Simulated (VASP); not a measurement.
Write the native input for VASP 6.6.1 that does the following.

* Task: single point
* Functional: PBE-based screened hybrid with 35 % exact exchange
* Potentials or basis: VASP PAW PBE potentials, release 64 (Tl_d, Br)
* Cutoff: 400 eV
* k mesh: 4 × 4 × 4
* Occupations: gaussian, width 0.01 eV
* Spin: no spin polarisation
* Dipole correction: no
* Grid for exact exchange (PRECFOCK): Normal
* Share of exact exchange: 0.35
* Further INCAR settings: ALGO = Normal; EDIFF = 1e-06; NBANDS = 17
* Screening parameter: 0.3 1/Å

The system is TlBr.

```
Tl Br
1.0
     3.99491    0.00000    0.00000
     0.00000    3.99491    0.00000
     0.00000    0.00000    3.99491
Tl Br
1 1
Direct
  0.00000 0.00000 0.00000
  0.50000 0.50000 0.50000
```

These files were run (other wordings do the same):

POSCAR

```
TlBr
1.0
    3.9949064284      0.0000000000      0.0000000000
    0.0000000000      3.9949064284      0.0000000000
    0.0000000000      0.0000000000      3.9949064284
Tl Br
1 1
Direct
    0.0000000000      0.0000000000      0.0000000000
    0.5000000000      0.5000000000      0.5000000000
```

INCAR.step1

```
SYSTEM = TlBr
ALGO     = Normal         ! electronic algorithm
EDIFF    = 1E-5           ! SCF threshold, eV
ENCUT    = 400            ! plane-wave cutoff, eV
GGA      = PE             ! functional
GGA_COMPAT= .FALSE.      
ISIF     = 2              ! what is computed and relaxed
ISMEAR   = 0              ! smearing method
LASPH    = .TRUE.         ! aspherical terms in the spheres
LCHARG   = .FALSE.        ! write CHGCAR
LREAL    = .FALSE.        ! projectors in reciprocal space
LWAVE    = .TRUE.         ! write WAVECAR
NBANDS   = 17             ! bands
NELM     = 120            ! most SCF steps
PREC     = Accurate       ! precision mode
SIGMA    = 0.01           ! smearing width, eV
```

INCAR.step2

```
SYSTEM = TlBr
AEXX     = 0.35           ! exact-exchange fraction
ALGO     = Normal         ! electronic algorithm
EDIFF    = 1E-6           ! SCF threshold, eV
ENCUT    = 400            ! plane-wave cutoff, eV
GGA      = PE             ! functional
GGA_COMPAT= .FALSE.      
HFSCREEN = 0.3            ! screening, 1/A
ISIF     = 2              ! what is computed and relaxed
ISMEAR   = 0              ! smearing method
ISTART   = 1            
LASPH    = .TRUE.         ! aspherical terms in the spheres
LCHARG   = .FALSE.        ! write CHGCAR
LHFCALC  = .TRUE.         ! exact exchange
LREAL    = .FALSE.        ! projectors in reciprocal space
LWAVE    = .FALSE.        ! write WAVECAR
NBANDS   = 17             ! bands
NELM     = 120            ! most SCF steps
PREC     = Accurate       ! precision mode
PRECFOCK = Normal       
SIGMA    = 0.01           ! smearing width, eV
```

KPOINTS

```
k-points
0
G
  4 4 4
  0 0 0
```

Potentials or basis: VASP PAW PBE potentials, release 64 (Tl_d, Br).

The run is started by

```console
$ cat potpaw_PBE.64/Tl_d/POTCAR potpaw_PBE.64/Br/POTCAR > POTCAR
$ cp INCAR.step1 INCAR
$ mpirun -np 1 vasp_std > vasp.out
$ cp INCAR.step2 INCAR
$ mpirun -np 1 vasp_std > vasp.out
```

It gave:

| Quantity | Value |
| --- | --- |
| Pressure | 0.5 GPa |
| Band gap on the k mesh | 2.64 eV |

Caveat: the PAW data sets were made with another functional, which shifts forces and pressure a little; spin-orbit coupling is left out, which moves the levels of the heavy elements.

Wall time 6.1 min on 1 thread of AMD EPYC 7R13 Processor (Zen 3) (shared host), peak memory 0.22 GiB.
